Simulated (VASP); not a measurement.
# Te2Mo in VASP: a series of runs

Runs on Te2Mo. Level: LDA. Tasks: single point.

Program: VASP 6.6.1. These are calculated values, not measurements. Logs are shortened: lines on timing, memory, paths and dates and some standing lists are left out, and cuts for length are marked.

## 1. The cell of the first run

The cell holds a slab with vacuum, 6 atoms: a = 3.560 Å, b = 3.560 Å, c = 24.811 Å, α = 90.00°, β = 90.00°, γ = 120.00°.

## 2. Single point, LDA

INCAR

```
SYSTEM = Te2Mo
ALGO = Normal
EDIFF = 1E-6
ENCUT = 520
GGA = CA
ISIF = 2
ISMEAR = 0
LASPH = .TRUE.
LCHARG = .FALSE.
LREAL = .FALSE.
LWAVE = .FALSE.
NBANDS = 35
NELM = 80
PREC = Accurate
SIGMA = 0.1
```

KPOINTS

```
k-points
0
G
  8 8 1
  0 0 0
```

POSCAR

```
Te2Mo
1.0
    3.5603917377      0.0000000000      0.0000000000
   -1.7801958688      3.0833896922      0.0000000000
    0.0000000000      0.0000000000     24.8112624000
Te Mo
4 2
Direct
    0.3333333333      0.6666666667      0.2236394800
    0.6666666667      0.3333333333      0.9206288600
    0.6666666667      0.3333333333      0.7767635628
    0.3333333333      0.6666666667      0.0793711400
    0.6666666667      0.3333333333      0.1515414900
    0.3333333333      0.6666666667      0.8484585100
```

Potentials or basis: VASP PAW LDA potentials, release 64 (Te, Mo_sv).

Started as:

```sh
cat potpaw_LDA.64/Te/POTCAR potpaw_LDA.64/Mo_sv/POTCAR > POTCAR
mpirun -np 1 vasp_std > vasp.out
```

OUTCAR:

```text
SYSTEM = Te2Mo
   EDIFF = 1E-6
   ENCUT = 520
   GGA = CA
   ISIF = 2
   ISMEAR = 0
   LASPH = .TRUE.
   LREAL = .FALSE.
   NELM = 80
   PREC = Accurate

 ion  position               nearest neighbor table
   1  0.333  0.667  0.224-   5 2.72   5 2.72   5 2.72   4 3.58
   2  0.667  0.333  0.921-   6 2.73   6 2.73   6 2.73   3 3.57
   3  0.667  0.333  0.777-   6 2.72   6 2.72   6 2.72   2 3.57
   4  0.333  0.667  0.079-   5 2.73   5 2.73   5 2.73   1 3.58
   5  0.667  0.333  0.152-   1 2.72   1 2.72   1 2.72   4 2.73   4 2.73   4 2.73
   6  0.333  0.667  0.848-   3 2.72   3 2.72   3 2.72   2 2.73   2 2.73   2 2.73

  LATTYP: Found a hexagonal cell.
 ALAT       =     3.5603917377
 C/A-ratio  =     6.9686889050

  Lattice vectors:

 A1 = (   3.5603917377,   0.0000000000,   0.0000000000)
 A2 = (  -1.7801958688,   3.0833896922,   0.0000000000)
 A3 = (   0.0000000000,   0.0000000000,  24.8112624000)

Analysis of symmetry for initial positions (statically):
=====================================================================
 Subroutine PRICEL returns:
 Original cell was already a primitive cell.

 Routine SETGRP: Setting up the symmetry group for a
 hexagonal supercell.

 Subroutine GETGRP returns: Found  6 space group operations
 (whereof  6 operations were pure point group operations)
 out of a pool of 24 trial point group operations.

The static configuration has the point symmetry C_3v.

Analysis of symmetry for dynamics (positions and initial velocities):
=====================================================================
 Subroutine PRICEL returns:
 Original cell was already a primitive cell.

 Routine SETGRP: Setting up the symmetry group for a
 hexagonal supercell.

 Subroutine GETGRP returns: Found  6 space group operations
 (whereof  6 operations were pure point group operations)
 out of a pool of 24 trial point group operations.

The dynamic configuration has the point symmetry C_3v.

 Subroutine INISYM returns: Found  6 space group operations
 (whereof  6 operations are pure point group operations),
 and found     1 'primitive' translations

----------------------------------------------------------------------------------------

                                     Primitive cell

  volume of cell :     272.3799

  direct lattice vectors                    reciprocal lattice vectors
     3.560391738  0.000000000  0.000000000     0.280867970  0.162159198  0.000000000
    -1.780195869  3.083389692  0.000000000     0.000000000  0.324318396  0.000000000
     0.000000000  0.000000000 24.811262400     0.000000000  0.000000000  0.040304277

  length of vectors
     3.560391738  3.560391738 24.811262400     0.324318396  0.324318396  0.040304277

  position of ions in fractional coordinates (direct lattice)
     0.333333333  0.666666667  0.223639480
     0.666666667  0.333333333  0.920628860
     0.666666667  0.333333333  0.776763563
     0.333333333  0.666666667  0.079371140
     0.666666667  0.333333333  0.151541490
     0.333333333  0.666666667  0.848458510

  ion indices of the primitive-cell ions
   primitive index   ion index
                 1           1
                 2           2
                 3           3
                 4           4
                 5           5
                 6           6

----------------------------------------------------------------------------------------

 KPOINTS: k-points

Automatic generation of k-mesh.
 Grid dimensions read from file:
 generate k-points for:    8    8    1

 Generating k-lattice:

  Cartesian coordinates                     Fractional coordinates (reciprocal lattice)
     0.035108496  0.020269900  0.000000000     0.125000000  0.000000000  0.000000000
     0.000000000  0.040539800  0.000000000     0.000000000  0.125000000  0.000000000
     0.000000000  0.000000000  0.040304277     0.000000000  0.000000000  1.000000000

  Length of vectors
     0.040539800  0.040539800  0.040304277

  Shift w.r.t. Gamma in fractional coordinates (k-lattice)
     0.000000000  0.000000000  0.000000000

 Subroutine IBZKPT returns following result:
 ===========================================

 Found     10 irreducible k-points:

 Following reciprocal coordinates:
            Coordinates               Weight
  0.000000  0.000000  0.000000      1.000000
  0.125000  0.000000  0.000000      6.000000
  0.250000  0.000000  0.000000      6.000000
  0.375000  0.000000  0.000000      6.000000
  0.500000  0.000000  0.000000      3.000000
  0.125000  0.125000  0.000000      6.000000
  0.250000  0.125000  0.000000     12.000000
  0.375000  0.125000  0.000000     12.000000
  0.250000  0.250000  0.000000      6.000000
  0.375000  0.250000  0.000000      6.000000
   k-points           NKPTS =     10   k-points in BZ     NKDIM =     10   number of bands    NBANDS=     35
   number of dos      NEDOS =    301   number of ions     NIONS =      6
   total plane-waves  NPLWV = 150528
   dimension x,y,z NGX =    28 NGY =   28 NGZ =  192
   dimension x,y,z NGXF=    56 NGYF=   56 NGZF=  384
   ions per type =               4   2
   NGX,Y,Z   is equivalent  to a cutoff of  13.07, 13.07, 12.86 a.u.
   NGXF,Y,Z  is equivalent  to a cutoff of  26.15, 26.15, 25.73 a.u.
 SYSTEM =  Te2Mo
   PREC   = accura    normal or accurate (medium, high low for compatibility)
   ISTART =      0    job   : 0-new  1-cont  2-samecut
   ICHARG =      2    charge: 1-file 2-atom 10-const
   ISPIN  =      1    spin polarized calculation?
   LNONCOLLINEAR =      F non collinear calculations
   LSORBIT =      F    spin-orbit coupling
   LASPH  =      T    aspherical Exc in radial PAW
   ENCUT  =  520.0 eV  38.22 Ry    6.18 a.u.   6.62  6.62 46.13*2*pi/ulx,y,z
   NELM   =     80;   NELMIN=  2; NELMDL= -5     # of ELM steps
   EDIFF  = 0.1E-05   stopping-criterion for ELM
   LREAL  =      F    real-space projection
   EDIFFG = 0.1E-04   stopping-criterion for IOM
   NSW    =      0    number of steps for IOM
   IBRION =     -1    ionic relax: 0-MD 1-quasi-New 2-CG
   NFREE  =      0    steps in history (QN), initial steepest desc. (CG)
   ISIF   =      2    stress and relaxation
   ISYM   =      2    0-nonsym 1-usesym 2-fastsym
   POTIM  = 0.5000    time-step for ionic-motion
   TEBEG  =    0.0;   TEEND  =   0.0 temperature during run
   PSTRESS=    0.0 pullay stress
   NELECT =      52.0000    total number of electrons
   NUPDOWN=      -1.0000    fix difference up-down
   EMIN   =  10.00;   EMAX   =-10.00  energy-range for DOS
   EFERMI =   0.00;   METHOD = LEGACY
   ISMEAR =     0;   SIGMA  =   0.10  broadening in eV -4-tet -1-fermi 0-gaus
   EFERMI_NEDOS =   21; number of points for ismear=-14 and -15
   IALGO  =     38    algorithm
   IMIX   =      4    mixing-type and parameters
     AMIX     =   0.40;   BMIX     =  1.00
     AMIX_MAG =   1.60;   BMIX_MAG =  1.00
  volume/ion in A,a.u.               =      45.40       306.35
  Fermi-wavevector in a.u.,A,eV,Ry     =   0.942651  1.781352 12.090013  0.888591
  Thomas-Fermi vector in A             =   2.070281
   LORBIT       =      0    0 simple, 1 ext, 2 COOP (PROOUT), +10 PAW based schemes
   GGA     = CA    functional components
   LHFCALC =     F    Hartree Fock is set to
   AEXX    =    0.0000 exact exchange contribution
   IVDW    =     0    specifies the selected vdW correction
   LEPSILON=     F    determine dielectric tensor
   LRPA    =     F    only Hartree local field effects (RPA)
 non-spin polarized calculation
 Gauss-broadening in eV      SIGMA  =   0.10
  energy-cutoff  :      520.00
  volume of cell :      272.38
 maximum number of plane-waves:      7399
 NGX is ok and might be reduce to    28
   NGX = 13   NGY = 13   NGZ = 93

 number of electron      52.0000000 magnetization

 Free energy of the ion-electron system (eV)
  ---------------------------------------------------
  ext. energy  EPLUGINS =         0.00000000
  ---------------------------------------------------
  free energy    TOTEN  =       -40.93712765 eV

  energy without entropy =      -40.93712765  energy(sigma->0) =      -40.93712765

 E-fermi :   2.4803     XC(G=0):  -6.4620

 val. band max:        1.8795015813   @ k =   0.3750   0.2500   0.0000
 cond. band min:       3.0987747800   @ k =   0.3750   0.2500   0.0000
 fundamental gap:      1.2192731987
 Fermi energy:         2.4802712232

 k-point     1 :       0.0000    0.0000    0.0000
  band No.  band energies     occupation
      1     -58.3569      2.00000
      2     -58.3543      2.00000
      3     -32.6928      2.00000
      4     -32.6908      2.00000
      5     -32.5858      2.00000
      6     -32.5858      2.00000
[... 27 lines left out ...]
     34       5.3292      0.00000
     35       6.4263      0.00000

 k-point     2 :       0.1250    0.0000    0.0000
  band No.  band energies     occupation
      1     -58.3556      2.00000
      2     -58.3530      2.00000
      3     -32.6890      2.00000
      4     -32.6869      2.00000
      5     -32.6031      2.00000
      6     -32.6030      2.00000
[... 27 lines left out ...]
     34       5.2138      0.00000
     35       6.7404      0.00000

 k-point     3 :       0.2500    0.0000    0.0000
  band No.  band energies     occupation
      1     -58.3526      2.00000
      2     -58.3499      2.00000
      3     -32.6797      2.00000
      4     -32.6775      2.00000
      5     -32.6447      2.00000
      6     -32.6446      2.00000
[... 27 lines left out ...]
     34       5.5219      0.00000
     35       7.3407      0.00000

 k-point     4 :       0.3750    0.0000    0.0000
  band No.  band energies     occupation
      1     -58.3495      2.00000
      2     -58.3469      2.00000
      3     -32.6860      2.00000
      4     -32.6858      2.00000
      5     -32.6703      2.00000
      6     -32.6681      2.00000
[... 27 lines left out ...]
     34       5.6939      0.00000
     35       6.7446      0.00000

 k-point     5 :       0.5000    0.0000    0.0000
  band No.  band energies     occupation
      1     -58.3483      2.00000
      2     -58.3456      2.00000
      3     -32.7030      2.00000
      4     -32.7027      2.00000
      5     -32.6665      2.00000
      6     -32.6642      2.00000
[... 27 lines left out ...]
     34       5.7385      0.00000
     35       5.8691      0.00000

 k-point     6 :       0.1250    0.1250    0.0000
  band No.  band energies     occupation
      1     -58.3535      2.00000
      2     -58.3508      2.00000
      3     -32.6824      2.00000
      4     -32.6803      2.00000
      5     -32.6306      2.00000
      6     -32.6306      2.00000
[... 27 lines left out ...]
     34       5.4413      0.00000
     35       7.2049      0.00000

 k-point     7 :       0.2500    0.1250    0.0000
  band No.  band energies     occupation
      1     -58.3504      2.00000
      2     -58.3478      2.00000
      3     -32.6731      2.00000
      4     -32.6709      2.00000
      5     -32.6679      2.00000
      6     -32.6678      2.00000
[... 27 lines left out ...]
     34       5.6220      0.00000
     35       7.8815      0.00000

 k-point     8 :       0.3750    0.1250    0.0000
  band No.  band energies     occupation
      1     -58.3483      2.00000
      2     -58.3456      2.00000
      3     -32.6940      2.00000
      4     -32.6937      2.00000
      5     -32.6665      2.00000
      6     -32.6642      2.00000
[... 27 lines left out ...]
     34       5.6879      0.00000
     35       6.4024      0.00000

 k-point     9 :       0.2500    0.2500    0.0000
  band No.  band energies     occupation
      1     -58.3483      2.00000
      2     -58.3456      2.00000
      3     -32.6816      2.00000
      4     -32.6813      2.00000
      5     -32.6665      2.00000
      6     -32.6642      2.00000
[... 27 lines left out ...]
     34       5.8613      0.00000
     35       7.2824      0.00000

 k-point    10 :       0.3750    0.2500    0.0000
  band No.  band energies     occupation
      1     -58.3474      2.00000
      2     -58.3447      2.00000
      3     -32.6833      2.00000
      4     -32.6830      2.00000
      5     -32.6638      2.00000
      6     -32.6615      2.00000
[... 27 lines left out ...]
     34       5.9405      0.00000
     35       6.6455      0.00000

------------------------ aborting loop because EDIFF is reached ----------------------------------------

  FORCE on cell =-STRESS in cart. coord.  units (eV):
  Direction    XX          YY          ZZ          XY          YZ          ZX
  --------------------------------------------------------------------------------------
  -------------------------------------------------------------------------------------
  Total       -4.6161232     -4.6161232     -2.8234673     -0.0000000     -0.0000000      0.0000000
  in kB      -27.1526930    -27.1526930    -16.6080361     -0.0000000     -0.0000000      0.0000000
  external PRESSURE =     -23.6378073 kB  Pullay stress =       0.0000000 kB

 VOLUME and BASIS-vectors are now :
 -----------------------------------------------------------------------------
  energy-cutoff  :      520.00
  volume of cell :      272.38
      direct lattice vectors                 reciprocal lattice vectors
     3.560391738  0.000000000  0.000000000     0.280867970  0.162159198  0.000000000
    -1.780195869  3.083389692  0.000000000     0.000000000  0.324318396  0.000000000
     0.000000000  0.000000000 24.811262400     0.000000000  0.000000000  0.040304277

 POSITION                                       TOTAL-FORCE (eV/Angst)
 -----------------------------------------------------------------------------------
     -0.00000      2.05559      5.54878         0.000000     -0.000000     -0.360453
      1.78020      1.02780     22.84196         0.000000     -0.000000     -0.241347
      1.78020      1.02780     19.27248         0.000000     -0.000000      0.239488
     -0.00000      2.05559      1.96930         0.000000     -0.000000      0.256813
      1.78020      1.02780      3.75994         0.000000      0.000000     -0.007381
     -0.00000      2.05559     21.05133        -0.000000     -0.000000      0.112880
 -----------------------------------------------------------------------------------
    total drift:                                0.000000     -0.000000      0.000009

  FREE ENERGIE OF THE ION-ELECTRON SYSTEM (eV)
  ---------------------------------------------------
  free  energy   TOTEN  =       -40.9371276502 eV

  energy  without entropy=      -40.9371276502  energy(sigma->0) =      -40.93712765
```

Wall time 2.5 min (1 thread of AMD EPYC 7R13 (Zen 3), shared host); peak memory 0.3 GiB.

Results:

```yaml
Free_energy: -40.9371 eV
Largest_force: 0.360 eV/Å
Band_gap_on_the_k_mesh: 1.22 eV, direct
```

Forces on the atoms (eV/Å):
```
Te   0.000  0.000 -0.360
Te   0.000  0.000 -0.241
Te   0.000  0.000  0.239
Te   0.000  0.000  0.257
Mo   0.000  0.000 -0.007
Mo   0.000  0.000  0.113
```

Levels at points of the mesh, in eV from the valence-band top:
| k point | band 22 | band 23 | band 24 | band 25 | band 26 | band 27 | band 28 | band 29 | band 30 | band 31 |
| --- | --- | --- | --- | --- | --- | --- | --- | --- | --- | --- |
| (0.00, 0.00, 0.00) | -0.84 | -0.83 | -0.83 | -0.41 | -0.01 | 3.12 | 3.12 | 3.14 | 3.14 | 3.41 |
| (0.50, 0.00, 0.00) | -1.44 | -0.62 | -0.62 | -0.29 | -0.24 | 1.45 | 1.46 | 1.75 | 1.84 | 3.12 |

Caveat: spin-orbit coupling is left out, which moves the levels of the heavy elements.

## 3. Single point, LDA

INCAR

```
PREC     = Accurate       # precision mode
ENCUT    = 520            # plane-wave cutoff, eV
EDIFF    = 1E-6           # SCF threshold, eV
ISMEAR   = 0              # smearing method
SIGMA    = 0.1            # smearing width, eV
LREAL    = False          # projectors in reciprocal space
LASPH    = True           # aspherical terms in the spheres
NELM     = 60             # most SCF steps
ALGO     = Normal         # electronic algorithm
ISIF     = 2              # what is computed and relaxed
LWAVE    = False          # write WAVECAR
LCHARG   = True           # write CHGCAR
LELF     = True           # ELF
LVHAR    = True         
NBANDS   = 35             # bands
```

KPOINTS

```
regular mesh
0
Gamma
  8 8 1
```

POSCAR, as its differences from that of step 2:

```diff
@@ -10,3 +10,3 @@
     0.6666666667      0.3333333333      0.9206288600
-    0.6666666667      0.3333333333      0.7767635628
+    0.6666666667      0.3333333333      0.7759574772
     0.3333333333      0.6666666667      0.0793711400
```

Potentials or basis: VASP PAW LDA potentials, release 64 (Te, Mo_sv).

Started as:

```sh
cat potpaw_LDA.64/Te/POTCAR potpaw_LDA.64/Mo_sv/POTCAR > POTCAR
mpirun -np 1 vasp_std > vasp.out
```

Run time: 3 min. Hardware: 1 thread of AMD EPYC 7R13 (Zen 3), shared host; peak memory 0.3 GiB.

It converged, with:

```yaml
Free_energy: -40.9299 eV
Largest_force: 0.479 eV/Å
Band_gap_on_the_k_mesh: 1.22 eV, direct
```

Forces in eV/Å, atoms in the order of the input:
```
Te   0.000  0.000 -0.361
Te   0.000  0.000 -0.272
Te   0.000  0.000  0.479
Te   0.000  0.000  0.257
Mo   0.000  0.000 -0.007
Mo   0.000  0.000 -0.096
```

Levels at points of the mesh, in eV from the valence-band top:
```csv
k point,band 22,band 23,band 24,band 25,band 26,band 27,band 28,band 29,band 30,band 31
"(0.00, 0.00, 0.00)",-0.83,-0.82,-0.82,-0.43,-0.01,3.11,3.11,3.13,3.13,3.39
"(0.50, 0.00, 0.00)",-1.45,-0.63,-0.62,-0.29,-0.24,1.44,1.46,1.75,1.84,3.11
```

Caveat: spin-orbit coupling is left out, which moves the levels of the heavy elements.

## 4. Single point, LDA

INCAR

```
SYSTEM = Te2Mo
PREC = Accurate
ENCUT = 520
EDIFF = 1E-7
ISMEAR = 0
SIGMA = 0.1
LREAL = .FALSE.
LASPH = .TRUE.
NELM = 60
ALGO = Normal
ISIF = 2
LWAVE = .FALSE.
LCHARG = .FALSE.
NBANDS = 35
```

KPOINTS

```
Automatic mesh
0
G
  8 8 1
  0 0 0
```

POSCAR, as its differences from that of step 3:

```diff
@@ -10,3 +10,3 @@
     0.6666666667      0.3333333333      0.9206288600
-    0.6666666667      0.3333333333      0.7759574772
+    0.6666666667      0.3333333333      0.7763605200
     0.3333333333      0.6666666667      0.0793711400
```

Started as:

```sh
cat potpaw_LDA.64/Te/POTCAR potpaw_LDA.64/Mo_sv/POTCAR > POTCAR
mpirun -np 1 vasp_std > vasp.out
```

It used 130 s of CPU time on 1 thread of AMD EPYC 7R13 Processor (Zen 3), with other jobs on the host.

It converged, with:

```yaml
Free_energy: -40.9341 eV
Largest_force: 0.361 eV/Å
Band_gap_on_the_k_mesh: 1.22 eV, direct
```

Forces on the atoms (eV/Å):
```
Te   0.000  0.000 -0.361
Te   0.000  0.000 -0.257
Te   0.000  0.000  0.361
Te   0.000  0.000  0.257
Mo   0.000  0.000 -0.007
Mo   0.000  0.000  0.007
```

Levels at points of the mesh, in eV from the valence-band top:
| k point | band 22 | band 23 | band 24 | band 25 | band 26 | band 27 | band 28 | band 29 | band 30 | band 31 |
| --- | --- | --- | --- | --- | --- | --- | --- | --- | --- | --- |
| (0.00, 0.00, 0.00) | -0.83 | -0.83 | -0.83 | -0.42 | -0.01 | 3.11 | 3.11 | 3.13 | 3.13 | 3.40 |
| (0.50, 0.00, 0.00) | -1.45 | -0.62 | -0.62 | -0.29 | -0.24 | 1.45 | 1.46 | 1.75 | 1.84 | 3.12 |

Caveat: spin-orbit coupling is left out, which moves the levels of the heavy elements.
